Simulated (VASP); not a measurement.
A run of VASP 6.6.1:

File INCAR:

```
SYSTEM = Si16Ge
ALGO = Normal ; EDIFF = 1E-6
ENCUT = 520 ; GGA = PE
ISIF = 2 ; ISMEAR = -1
IVDW = 12 ; LASPH = .True.
LCHARG = .False. ; LREAL = Auto
LWAVE = .False. ; NBANDS = 53
NELM = 60 ; PREC = Accurate
SIGMA = 0.05
```

File KPOINTS:

```
k-points
0
Gamma
  2 2 2
  0 0 0
```

POSCAR

```
Si16Ge
1.0
    0.0000000000      5.4300000000      5.4300000000
    5.4300000000      0.0000000000      5.4300000000
    5.4300000000      5.4300000000      0.0000000000
Si Ge
16 1
Direct
   -0.3474953959     -0.1046040516      0.4956906077
    0.0481952118      0.1827624309      0.1913812155
   -0.0332596685     -0.1155432781      0.5393186004
   -0.1802302026      0.5982596685      0.4152946593
   -0.2651104972      0.4748342541      0.2452394107
   -0.0491436464      0.6931399632      0.0203775322
    0.1667587477      0.3831307551      0.4687292818
    0.0966758748      0.5090331492      0.7481307551
    0.6393278085      0.0506537753     -0.1799355433
    0.3608471455      0.2376795580      0.0929834254
    0.3373296501     -0.1481952118      0.5567587477
    0.2609300184      0.0029742173      0.7721454880
    0.3137753223      0.5439779006      0.1059484346
    0.6911602210      0.6066482505     -0.1467034991
    0.5313075506      0.2383241252      0.4950092081
    0.5544290976      0.4301197053      0.7013904236
   -0.0549815838      1.1012246777      0.9951841621
```

Potentials or basis: VASP PAW PBE potentials, release 64 (Si, Ge_d).

Command:

```sh
$ cat potpaw_PBE.64/Si/POTCAR potpaw_PBE.64/Ge_d/POTCAR > POTCAR
$ mpirun -np 1 vasp_std > vasp.out
```

Hardware: 1 thread of Intel(R) Xeon(R) Platinum 8259CL CPU @ 2.50GHz (Skylake/Cascade Lake), with other jobs on the host.

Question: Estimate the wall time of this run.

Answer: It took 8.3 min on 1 thread of Intel(R) Xeon(R) Platinum 8259CL CPU @ 2.50GHz (Skylake/Cascade Lake) (shared host), peak memory 0.48 GiB. Counts: scf iterations 14, k points 8.
